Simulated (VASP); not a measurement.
The system is DyC3.

```xyz
8
Lattice="0.0000 3.9748 3.9748 3.9748 0.0000 3.9748 3.9748 3.9748 0.0000" Properties=species:S:1:pos:R:3 pbc="T T T"
Dy    1.9874    1.9874    1.9874
Dy    0.0000    0.0000    0.0000
C     5.9622    5.9622    5.9622
C     3.9748    3.9748    3.9748
C     0.9937    0.9937    0.9937
C     2.9811    2.9811    0.9937
C     2.9811    0.9937    2.9811
C     0.9937    2.9811    2.9811
```

The cell was generated, and may not be a known phase.

| Quantity | Value |
| --- | --- |
| Program | VASP 6.6.1 |
| Task | relaxation of cell and atoms |
| Functional | PBE |
| Potentials or basis | VASP PAW PBE potentials, release 64 (Dy_3, C), 4f in core |
| Cutoff | 600 eV |
| k mesh | 4 × 4 × 4 |
| Occupations | gaussian, width 0.2 eV |
| Spin | no spin polarisation |

At the start: pressure 66.7 GPa; volume 15.70 Å³/atom.

Problem. Where does the relaxation end?

Solution. Over 4 steps the energy falls by 2031.1 meV/atom and the volume is 33.47 Å³/atom (+113.2 %); space group Fd-3m (No. 227, to 0.1 Å) before and after.

The path:
| step | energy change (eV) | largest force (eV/Å) | pressure (GPa) | volume (Å³) |
| --- | --- | --- | --- | --- |
| 1 | 0.0000 | 0.0000 | 66.71 | 125.60 |
| 2 | -16.1501 | 0.0000 | -1.65 | 285.84 |
| 3 | -16.1739 | 0.0000 | 1.66 | 252.34 |
| 4 | -16.2490 | 0.0000 | -0.04 | 267.74 |

Final structure:
```xyz
8
Lattice="0.0000 5.1156 5.1156 5.1156 0.0000 5.1156 5.1156 5.1156 0.0000" Properties=species:S:1:pos:R:3 pbc="T T T"
Dy    2.5578    2.5578    2.5578
Dy   10.2312   10.2312   10.2312
C     7.6734    7.6734    7.6734
C     5.1156    5.1156    5.1156
C     1.2789    1.2789    1.2789
C     3.8367    3.8367    1.2789
C     3.8367    1.2789    3.8367
C     1.2789    3.8367    3.8367
```

Caveat: the volume moved by over 15 % at a fixed basis, so the end points are rough; the highest band is partly filled, so the run has too few bands.
